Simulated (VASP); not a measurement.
# NaF (Fm-3m) in VASP: further runs

Runs on NaF. Level: r2SCAN. Tasks: relaxation of cell and atoms, relaxation of the atoms.

Program: VASP 6.6.1. These are calculated values, not measurements. Logs are shortened: lines on timing, memory, paths and dates and some standing lists are left out, and cuts for length are marked.

## 1. The cell of the first run

The structure is cubic, space group Fm-3m (No. 225). The conventional cell has a = 4.640 Å, b = 4.640 Å, c = 4.640 Å, α = 90.00°, β = 90.00°, γ = 90.00°. Within 3.1 Å of Na (site symmetry m-3m) lie 6 F at 2.32 Å. F (site symmetry m-3m) has 6 Na at 2.32 Å within 3.1 Å.

## 2. Relaxation of cell and atoms, r2SCAN

File POSCAR:

```
NaF
1.0
    0.0000000000      2.3200000000      2.3200000000
    2.3200000000      0.0000000000      2.3200000000
    2.3200000000      2.3200000000      0.0000000000
Na F
1 1
Direct
    0.0000000000      0.0000000000      0.0000000000
    0.5000000000      0.5000000000      0.5000000000
```

File INCAR.step1:

```
SYSTEM = NaF
PREC = Accurate
ENCUT = 600
ISMEAR = -1
SIGMA = 0.02
LREAL = .False.
LASPH = .True.
NELM = 80
GGA = PE
ALGO = Normal
EDIFF = 1E-4
LWAVE = .True.
LCHARG = .False.
```

File INCAR.step2:

```
SYSTEM = NaF
PREC = Accurate
ENCUT = 600
EDIFF = 1E-7
ISMEAR = -1
SIGMA = 0.02
LREAL = .False.
LASPH = .True.
NELM = 80
ALGO = Normal
ISIF = 3
LWAVE = .False.
LCHARG = .False.
METAGGA = R2SCAN
LMIXTAU = .True.
IBRION = 2
NSW = 80
EDIFFG = -0.01
ISTART = 1
```

File KPOINTS:

```
regular mesh
0
Gamma
  10 10 10
  0 0 0
```

Potentials or basis: VASP PAW PBE potentials, release 64 (Na_pv, F).

Run with:

```sh
> cat potpaw_PBE.64/Na_pv/POTCAR potpaw_PBE.64/F/POTCAR > POTCAR
> cp INCAR.step1 INCAR
> mpirun -np 1 vasp_std > vasp.out
> cp INCAR.step2 INCAR
> mpirun -np 1 vasp_std > vasp.out
```

OUTCAR:

```text
SYSTEM = NaF
   PREC = Accurate
   ENCUT = 600
   EDIFF = 1E-7
   ISMEAR = -1
   LREAL = .False.
   LASPH = .True.
   NELM = 80
   ISIF = 3
   METAGGA = R2SCAN
   IBRION = 2
   NSW = 80
   EDIFFG = -0.01
   ISTART = 1

 ion  position               nearest neighbor table
   1  0.000  0.000  0.000-   2 2.32   2 2.32   2 2.32   2 2.32   2 2.32   2 2.32
   2  0.500  0.500  0.500-   1 2.32   1 2.32   1 2.32   1 2.32   1 2.32   1 2.32

  LATTYP: Found a face centered cubic cell.
 ALAT       =     4.6400000000

  Lattice vectors:

 A1 = (   0.0000000000,   2.3200000000,   2.3200000000)
 A2 = (   2.3200000000,   0.0000000000,   2.3200000000)
 A3 = (   2.3200000000,   2.3200000000,   0.0000000000)

Analysis of symmetry for initial positions (statically):
=====================================================================
 Subroutine PRICEL returns:
 Original cell was already a primitive cell.

 Routine SETGRP: Setting up the symmetry group for a
 face centered cubic supercell.

 Subroutine GETGRP returns: Found 48 space group operations
 (whereof 48 operations were pure point group operations)
 out of a pool of 48 trial point group operations.

The static configuration has the point symmetry O_h .

Analysis of symmetry for dynamics (positions and initial velocities):
=====================================================================
 Subroutine PRICEL returns:
 Original cell was already a primitive cell.

 Routine SETGRP: Setting up the symmetry group for a
 face centered cubic supercell.

 Subroutine GETGRP returns: Found 48 space group operations
 (whereof 48 operations were pure point group operations)
 out of a pool of 48 trial point group operations.

The dynamic configuration has the point symmetry O_h .

 Subroutine INISYM returns: Found 48 space group operations
 (whereof 48 operations are pure point group operations),
 and found     1 'primitive' translations

----------------------------------------------------------------------------------------

                                     Primitive cell

  volume of cell :      24.9743

  direct lattice vectors                    reciprocal lattice vectors
     0.000000000  2.320000000  2.320000000    -0.215517241  0.215517241  0.215517241
     2.320000000  0.000000000  2.320000000     0.215517241 -0.215517241  0.215517241
     2.320000000  2.320000000  0.000000000     0.215517241  0.215517241 -0.215517241

  length of vectors
     3.280975465  3.280975465  3.280975465     0.373286812  0.373286812  0.373286812

  position of ions in fractional coordinates (direct lattice)
     0.000000000  0.000000000  0.000000000
     0.500000000  0.500000000  0.500000000

  ion indices of the primitive-cell ions
   primitive index   ion index
                 1           1
                 2           2

----------------------------------------------------------------------------------------

 KPOINTS: regular mesh

Automatic generation of k-mesh.
 Grid dimensions read from file:
 generate k-points for:   10   10   10

 Generating k-lattice:

  Cartesian coordinates                     Fractional coordinates (reciprocal lattice)
    -0.021551724  0.021551724  0.021551724     0.100000000  0.000000000  0.000000000
     0.021551724 -0.021551724  0.021551724     0.000000000  0.100000000  0.000000000
     0.021551724  0.021551724 -0.021551724     0.000000000  0.000000000  0.100000000

  Length of vectors
     0.037328681  0.037328681  0.037328681

  Shift w.r.t. Gamma in fractional coordinates (k-lattice)
     0.000000000  0.000000000  0.000000000

 Subroutine IBZKPT returns following result:
 ===========================================

 Found     47 irreducible k-points:

 Following reciprocal coordinates:
            Coordinates               Weight
  0.000000  0.000000  0.000000      1.000000
  0.100000  0.000000  0.000000      8.000000
  0.200000  0.000000  0.000000      8.000000
  0.300000  0.000000  0.000000      8.000000
  0.400000  0.000000  0.000000      8.000000
  0.500000  0.000000  0.000000      4.000000
[... 16 lines left out ...]
  0.300000  0.300000  0.000000      6.000000
  0.400000  0.300000  0.000000     24.000000
 [... further k-points ...]
   k-points           NKPTS =     47   k-points in BZ     NKDIM =     47   number of bands    NBANDS=     11
   number of dos      NEDOS =    301   number of ions     NIONS =      2
   total plane-waves  NPLWV =  21952
   dimension x,y,z NGX =    28 NGY =   28 NGZ =   28
   dimension x,y,z NGXF=    56 NGYF=   56 NGZF=   56
   ions per type =               1   1
   NGX,Y,Z   is equivalent  to a cutoff of  14.19, 14.19, 14.19 a.u.
   NGXF,Y,Z  is equivalent  to a cutoff of  28.38, 28.38, 28.38 a.u.
 SYSTEM =  NaF
   PREC   = accura    normal or accurate (medium, high low for compatibility)
   ISTART =      1    job   : 0-new  1-cont  2-samecut
   ICHARG =      0    charge: 1-file 2-atom 10-const
   ISPIN  =      1    spin polarized calculation?
   LNONCOLLINEAR =      F non collinear calculations
   LSORBIT =      F    spin-orbit coupling
   LASPH  =      T    aspherical Exc in radial PAW
   ENCUT  =  600.0 eV  44.10 Ry    6.64 a.u.   6.55  6.55  6.55*2*pi/ulx,y,z
   NELM   =     80;   NELMIN=  2; NELMDL=  0     # of ELM steps
   EDIFF  = 0.1E-06   stopping-criterion for ELM
   LREAL  =      F    real-space projection
   EDIFFG = -.1E-01   stopping-criterion for IOM
   NSW    =     80    number of steps for IOM
   IBRION =      2    ionic relax: 0-MD 1-quasi-New 2-CG
   NFREE  =      1    steps in history (QN), initial steepest desc. (CG)
   ISIF   =      3    stress and relaxation
   ISYM   =      2    0-nonsym 1-usesym 2-fastsym
   POTIM  = 0.5000    time-step for ionic-motion
   TEBEG  =    0.0;   TEEND  =   0.0 temperature during run
   PSTRESS=    0.0 pullay stress
   NELECT =      14.0000    total number of electrons
   NUPDOWN=      -1.0000    fix difference up-down
   EMIN   =  10.00;   EMAX   =-10.00  energy-range for DOS
   EFERMI =   0.00;   METHOD = LEGACY
   ISMEAR =    -1;   SIGMA  =   0.02  broadening in eV -4-tet -1-fermi 0-gaus
   EFERMI_NEDOS =   21; number of points for ismear=-14 and -15
   IALGO  =     38    algorithm
   IMIX   =      4    mixing-type and parameters
     AMIX     =   0.40;   BMIX     =  1.00
     AMIX_MAG =   1.60;   BMIX_MAG =  1.00
  volume/ion in A,a.u.               =      12.49        84.27
  Fermi-wavevector in a.u.,A,eV,Ry     =   1.349852  2.550851 24.791186  1.822101
  Thomas-Fermi vector in A             =   2.477405
   LORBIT       =      0    0 simple, 1 ext, 2 COOP (PROOUT), +10 PAW based schemes
   METAGGA = R2SCAN    functional components
   LHFCALC =     F    Hartree Fock is set to
   AEXX    =    0.0000 exact exchange contribution
   IVDW    =     0    specifies the selected vdW correction
   LEPSILON=     F    determine dielectric tensor
   LRPA    =     F    only Hartree local field effects (RPA)
 conjugate gradient relaxation of ions
 non-spin polarized calculation
  energy-cutoff  :      600.00
  volume of cell :       24.97
 maximum number of plane-waves:       869
 NGX is ok and might be reduce to    28
   NGX = 13   NGY = 13   NGZ = 13

--------------------------------------- Ionic step        1  -------------------------------------------

 number of electron      14.0000006 magnetization

 Free energy of the ion-electron system (eV)
  ---------------------------------------------------
  ext. energy  EPLUGINS =         0.00000000
  ---------------------------------------------------
  free energy    TOTEN  =       -12.60060363 eV

  energy without entropy =      -12.60060363  energy(sigma->0) =      -12.60060363

------------------------ aborting loop because EDIFF is reached ----------------------------------------

  FORCE on cell =-STRESS in cart. coord.  units (eV):
  Direction    XX          YY          ZZ          XY          YZ          ZX
  --------------------------------------------------------------------------------------
  -------------------------------------------------------------------------------------
  Total       -0.3514746     -0.3514746     -0.3514746      0.0000000     -0.0000000      0.0000000
  in kB      -22.5481322    -22.5481322    -22.5481322      0.0000000     -0.0000000      0.0000000
  external PRESSURE =     -22.5481322 kB  Pullay stress =       0.0000000 kB
[... 93 lines left out ...]
  energy  without entropy=      -12.6088936093  energy(sigma->0) =      -12.60889361

--------------------------------------- Ionic step        4  -------------------------------------------

 number of electron      13.9999998 magnetization

 E-fermi :  -2.0905     XC(G=0): -10.0613

 val. band max:       -2.4977400915   @ k =   0.0000   0.0000   0.0000
 cond. band min:       4.9868686800   @ k =   0.0000   0.0000   0.0000
 fundamental gap:      7.4846087715
 Fermi energy:        -2.0905122395

 k-point     1 :       0.0000    0.0000    0.0000
  band No.  band energies     occupation
      1     -22.8849      2.00000
      2     -21.8339      2.00000
      3     -21.8336      2.00000
      4     -21.8336      2.00000
      5      -2.4978      2.00000
      6      -2.4977      2.00000
      7      -2.4977      2.00000
      8       4.9869      0.00000
      9      17.6737      0.00000
     10      17.6737      0.00000
     11      17.6738      0.00000
[... 355 lines left out ...]
  energy  without entropy=      -12.6088531826  energy(sigma->0) =      -12.60885318

--------------------------------------- Ionic step        5  -------------------------------------------

 number of electron      14.0000000 magnetization

 Free energy of the ion-electron system (eV)
  ---------------------------------------------------
  ext. energy  EPLUGINS =         0.00000000
  ---------------------------------------------------
  free energy    TOTEN  =       -12.60932469 eV

  energy without entropy =      -12.60932469  energy(sigma->0) =      -12.60932469

 E-fermi :  -2.0413     XC(G=0):  -9.9898

 val. band max:       -2.5566115128   @ k =   0.0000   0.0000   0.0000
 cond. band min:       4.8486060411   @ k =   0.0000   0.0000   0.0000
 fundamental gap:      7.4052175539
 Fermi energy:        -2.0413081357

 k-point     1 :       0.0000    0.0000    0.0000
  band No.  band energies     occupation
      1     -22.9207      2.00000
      2     -21.9322      2.00000
      3     -21.9318      2.00000
      4     -21.9318      2.00000
      5      -2.5566      2.00000
      6      -2.5566      2.00000
      7      -2.5566      2.00000
      8       4.8486      0.00000
      9      17.5192      0.00000
     10      17.5192      0.00000
     11      17.5193      0.00000
[... 351 lines left out ...]
  FREE ENERGIE OF THE ION-ELECTRON SYSTEM (eV)
  ---------------------------------------------------
  free  energy   TOTEN  =       -12.6093246921 eV

  energy  without entropy=      -12.6093246921  energy(sigma->0) =      -12.60932469

 reached required accuracy - stopping structural energy minimisation
```

Run time: 2.5 min. Hardware: 1 thread of Intel Xeon 6975P-C (Granite Rapids), shared host; peak memory 0.16 GiB.

What came out:

- Free energy: -12.6093 eV
- Relaxed volume: 11.95 Å³/atom
- Relaxed cell: a = 3.233 Å, b = 3.233 Å, c = 3.233 Å, α = 60.00°, β = 60.00°, γ = 60.00°
- Space group after relaxing (to 0.1 Å): Fm-3m (No. 225)
- Energy gained by relaxing: 4.4 meV/atom
- Ionic steps: 5
- Pressure after relaxing: 0.0 GPa
- Band gap on the k mesh: 7.41 eV

Step by step:
| step | energy change (eV) | largest force (eV/Å) | pressure (GPa) | volume (Å³) |
| --- | --- | --- | --- | --- |
| 1 | 0.0000 | 0.0000 | -2.25 | 24.97 |
| 2 | -0.0069 | 0.0000 | -1.00 | 24.34 |
| 3 | -0.0083 | 0.0000 | -0.45 | 24.09 |
| 4 | -0.0082 | 0.0000 | 0.76 | 23.59 |
| 5 | -0.0087 | 0.0000 | 0.00 | 23.90 |

Final structure:
```
Na F
1.0
     0.00000    2.28623    2.28623
     2.28623    0.00000    2.28623
     2.28623    2.28623    0.00000
Na F
1 1
Direct
  0.00000 0.00000 0.00000
  0.50000 0.50000 0.50000
```

Caveat: the PAW data sets were made with another functional, which shifts forces and pressure a little. A k mesh can miss the band edges.

## 3. Relaxation of the atoms, r2SCAN

This run uses another cell than the first one, of 11.40 Å³/atom.

File POSCAR:

```
NaF
1.0
    0.0000000000      2.2506472900      2.2506472900
    2.2506472900      0.0000000000      2.2506472900
    2.2506472900      2.2506472900      0.0000000000
Na F
1 1
Direct
    0.0000000000      0.0000000000      0.0000000000
    0.5000000000      0.5000000000      0.5000000000
```

File INCAR.step1:

```
SYSTEM = NaF
PREC     = Accurate       ! precision mode
ENCUT    = 520            ! plane-wave cutoff, eV
ISMEAR   = -1             ! smearing method
SIGMA    = 0.02           ! smearing width, eV
LREAL    = .False.        ! projectors in reciprocal space
LASPH    = .True.         ! aspherical terms in the spheres
NELM     = 80             ! most SCF steps
GGA      = PE             ! functional
ALGO     = Normal         ! electronic algorithm
EDIFF    = 1E-4           ! SCF threshold, eV
LWAVE    = .True.         ! write WAVECAR
LCHARG   = .False.        ! write CHGCAR
```

File INCAR.step2:

```
SYSTEM = NaF
PREC     = Accurate       ! precision mode
ENCUT    = 520            ! plane-wave cutoff, eV
EDIFF    = 1E-6           ! SCF threshold, eV
ISMEAR   = -1             ! smearing method
SIGMA    = 0.02           ! smearing width, eV
LREAL    = .False.        ! projectors in reciprocal space
LASPH    = .True.         ! aspherical terms in the spheres
NELM     = 80             ! most SCF steps
ALGO     = Normal         ! electronic algorithm
ISIF     = 2              ! what is computed and relaxed
LWAVE    = .False.        ! write WAVECAR
LCHARG   = .False.        ! write CHGCAR
METAGGA  = R2SCAN         ! meta-GGA
LMIXTAU  = .True.       
IBRION   = 2              ! ionic algorithm
NSW      = 50             ! ionic steps
EDIFFG   = -0.01          ! ionic threshold
ISTART   = 1
```

File KPOINTS:

```
Automatic mesh
0
Gamma
  10 10 10
  0 0 0
```

Potentials or basis: VASP PAW PBE potentials, release 64 (Na_pv, F).

Run with:

```sh
> cat potpaw_PBE.64/Na_pv/POTCAR potpaw_PBE.64/F/POTCAR > POTCAR
> cp INCAR.step1 INCAR
> mpirun -np 1 vasp_std > vasp.out
> cp INCAR.step2 INCAR
> mpirun -np 1 vasp_std > vasp.out
```

Run time: 14 s. Hardware: 1 thread of Intel Xeon 6975P-C (Granite Rapids), shared host; peak memory 0.14 GiB.

The run converged. Its results:

| Property | Result |
| --- | --- |
| Free energy | -12.5923 eV |
| Pressure after relaxing | 3.2 GPa |
| Band gap on the k mesh | 7.69 eV |

Final structure:
```
Na F
1.0
     0.00000    2.25065    2.25065
     2.25065    0.00000    2.25065
     2.25065    2.25065    0.00000
Na F
1 1
Direct
  0.00000 0.00000 0.00000
  0.50000 0.50000 0.50000
```

Levels at points of the mesh, in eV from the valence-band top:
| k point | band 4 | band 5 | band 6 | band 7 | band 8 | band 9 | band 10 | band 11 |
| --- | --- | --- | --- | --- | --- | --- | --- | --- |
| (0.00, 0.00, 0.00) | -19.24 | 0.00 | 0.00 | 0.00 | 7.69 | 20.41 | 20.41 | 20.41 |
| (0.50, 0.00, 0.00) | -18.69 | -1.75 | -0.31 | -0.31 | 12.21 | 14.20 | 22.40 | 22.40 |
| (0.50, 0.50, 0.00) | -19.31 | -1.40 | -0.45 | -0.45 | 14.22 | 14.85 | 15.76 | 22.32 |

Caveat: the relaxation stopped at its first step, so nothing moved; the PAW data sets were made with another functional, which shifts forces and pressure a little. r2SCAN opens gaps a little over a GGA but as a rule still falls short of measured ones.
